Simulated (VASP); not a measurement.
A run of VASP 6.6.1 is set up as follows.

Contents of INCAR:

```
ALGO = Normal ; EDIFF = 1E-6
ENCUT = 1340 ; GGA = CA
GGA_COMPAT = F ; ISIF = 2
ISMEAR = 0 ; LASPH = T
LCHARG = F ; LREAL = F
LWAVE = F ; NBANDS = 28
NELM = 120 ; PREC = Accurate
SIGMA = 0.01
```

KPOINTS

```
k-points
0
Gamma
  4 3 3
```

The input POSCAR:

```
SnO
1.0
    3.3550050000      0.0000000000      0.0000000000
    0.0000000000      5.6741040000      0.0000000000
    0.0000000000      0.0000000000      4.2219700000
Sn O
2 2
Direct
    0.0063770854      0.1983429887      0.5024892343
    0.4909398422      0.7571690498      0.0047196662
   -0.0053078802      0.8658832574      0.7288792653
    0.4939886837      0.0884684070      0.2170431373
```

Potentials or basis: VASP PAW LDA potentials, release 64 (Sn_d, O_h).

The run is started by

```console
$ cat potpaw_LDA.64/Sn_d/POTCAR potpaw_LDA.64/O_h/POTCAR > POTCAR
$ mpirun -np 1 vasp_std > vasp.out
```

Task: Estimate the band gap on the k mesh.

Result: 1.77 eV (least direct gap 2.31 eV).

Task: What does it give for the pressure?

Result: -2.1 GPa.

Task: What does it give for the largest force?

Result: 0.502 eV/Å.

Stress tensor (GPa, compression positive):
```
-3.84 -0.51 -0.24
-0.51 -0.14  0.41
-0.24  0.41 -2.38
```

Caveat: the k points lie up to 0.50 Å⁻¹ apart; spin-orbit coupling is left out, which moves the levels of the heavy elements. A k mesh can miss the band edges.
